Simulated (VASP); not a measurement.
Here is a VASP 6.6.1 calculation.

File POSCAR:

```
BN
1.0
    2.4539118702      0.0000000000      0.0000000000
   -1.2269559351      2.2118908353      0.0000000000
    0.0000000000      0.0000000000      6.6612000000
B N
2 2
Direct
    0.3333333333      0.6666666667      0.2500000000
    0.6666666667      0.3333333333      0.7500000000
    0.3333333333      0.6666666667      0.7500000000
    0.6666666667      0.3333333333      0.2500000000
```

Contents of INCAR.step1:

```
ALGO     = Normal         # electronic algorithm
EDIFF    = 1E-4           # SCF threshold, eV
ENCUT    = 520            # plane-wave cutoff, eV
GGA      = PE             # functional
ISMEAR   = 0              # smearing method
LASPH    = T              # aspherical terms in the spheres
LCHARG   = F              # write CHGCAR
LREAL    = F              # projectors in reciprocal space
LWAVE    = T              # write WAVECAR
NBANDS   = 16             # bands
NELM     = 80             # most SCF steps
PREC     = Accurate       # precision mode
SIGMA    = 0.05           # smearing width, eV
```

Contents of INCAR.step2:

```
ALGO     = Normal         # electronic algorithm
EDIFF    = 1E-7           # SCF threshold, eV
ENCUT    = 520            # plane-wave cutoff, eV
ISIF     = 2              # what is computed and relaxed
ISMEAR   = 0              # smearing method
ISTART   = 1            
LASPH    = T              # aspherical terms in the spheres
LCHARG   = T              # write CHGCAR
LELF     = T              # ELF
LMIXTAU  = T            
LREAL    = F              # projectors in reciprocal space
LVHAR    = T            
LWAVE    = F              # write WAVECAR
METAGGA  = R2SCAN         # meta-GGA
NBANDS   = 16             # bands
NELM     = 80             # most SCF steps
PREC     = Accurate       # precision mode
SIGMA    = 0.05           # smearing width, eV
```

File KPOINTS:

```
k-points
0
Gamma
  12 12 4
```

Potentials or basis: VASP PAW PBE potentials, release 64 (B, N).

The run is started by

```bash
$ cat potpaw_PBE.64/B/POTCAR potpaw_PBE.64/N/POTCAR > POTCAR
$ cp INCAR.step1 INCAR
$ mpirun -np 1 vasp_std > vasp.out
$ cp INCAR.step2 INCAR
$ mpirun -np 1 vasp_std > vasp.out
```

Task: Estimate the pressure.

Result: 0.3 GPa.

Task: Estimate the largest force.

Result: 0.429 eV/Å.

Task: Estimate the band gap on the k mesh.

Result: 4.64 eV (least direct gap 5.31 eV).

Stress tensor (GPa, compression positive):
```
 15.56   0.00   0.00
  0.00 -15.34   0.00
  0.00   0.00   0.56
```

Caveat: the cell differs from its parent crystal (strain -0.0200 x Voigt [1, -1, 0, 0, 0, 0]); the stress differs along the axes, from -15 to 16 GPa; the PAW data sets were made with another functional, which shifts forces and pressure a little. A k mesh can miss the band edges.
